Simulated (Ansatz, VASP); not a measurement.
## BN in VASP and in Ansatz

```
B N
1.0
     0.00000    1.84425    1.84425
     1.84425    0.00000    1.84425
     1.84425    1.84425    0.00000
B N
1 1
Direct
  0.00000 0.00000 0.00000
  0.25000 0.25000 0.25000
```

Alike in both runs: task single point; functional LDA; k mesh 8 × 8 × 8; occupations gaussian, width 0.05 eV; no spin polarisation.

|  | VASP | Ansatz |
| --- | --- | --- |
| version | VASP 6.6.1 | Ansatz 0.2.0 |
| potentials or method | VASP PAW LDA potentials, release 64 (B, N), cutoff 600 eV | scalar-relativistic, plane waves, PAW |
| valence electrons in the cell | 8 | 8 |

```tsv
	VASP	Ansatz	Ansatz less VASP
gap on the k mesh at the Fermi level (eV)	4.27	4.29	+0.015
least direct gap on the mesh (eV)	8.40	8.41	+0.012
```

LDA's correlation is that of Perdew and Zunger in VASP and of Perdew and Wang (1992) in Ansatz.
